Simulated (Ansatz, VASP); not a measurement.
MoS2: VASP beside Ansatz

INCAR

```
ALGO = Normal ; EDIFF = 1E-6
ENCUT = 500 ; GGA = PE
GGA_COMPAT = F ; ISIF = 2
ISMEAR = 0 ; IVDW = 12
LASPH = T ; LCHARG = F
LREAL = F ; LWAVE = F
NBANDS = 20 ; NELM = 120
PREC = Accurate ; SIGMA = 0.05
```

File KPOINTS:

```
k-points
0
Gamma
  12 12 4
```

File POSCAR:

```
MoS2
1.0
    3.2075152338      0.0000000000      0.0000000000
   -1.6037576169      2.7777896755      0.0000000000
    0.0000000000      0.0000000000      6.4063701764
Mo S
1 2
Direct
    0.0000000000      0.0000000000      0.0000000000
    0.3333333333      0.6666666667      0.1981708616
    0.3333333333      0.6666666667      0.8018291384
```

Input for Ansatz:

```yaml
crystal:
  lattice:
    - [3.2075152338, 0.0, 0.0]
    - [-1.6037576169, 2.7777896755, 0.0]
    - [0.0, 0.0, 6.4063701764]
  atoms:
    - { symbol: Mo, position: [0.0, 0.0, 0.0] }
    - { symbol: S, position: [0.3333333333, 0.6666666667, 0.1981708616] }
    - { symbol: S, position: [0.3333333333, 0.6666666667, 0.8018291384] }
basis:
  ecutwfc: 420
kpoints:
  mp_grid: { grid: [12, 12, 4] }
hamiltonian:
  xc: pbe
  dispersion: d3bj
scf:
  occupations: { method: gaussian, width: 0.05 }
output:
  forces: true
  stress: true
  eigenvalues: true
```

Alike in both runs: task single point; functional PBE; dispersion D3(BJ); k mesh 12 × 12 × 4; occupations gaussian, width 0.05 eV; no spin polarisation.

```csv
,VASP,Ansatz
version,VASP 6.6.1,Ansatz 0.2.0
potentials or method,"VASP PAW PBE potentials, release 64 (Mo_sv, S), cutoff 500 eV","scalar-relativistic, plane waves, PAW"
valence electrons in the cell,26,26
```

```tsv
	VASP	Ansatz	Ansatz less VASP
gap on the k mesh at the Fermi level (eV)	none	none	-
rms of the force components (eV/Å)	3.240	3.251	+0.0109
```

Atom by atom the forces differ by 0.011 eV/Å (rms over components). A gap of «none» marks a metal or a gap that the smearing closes.
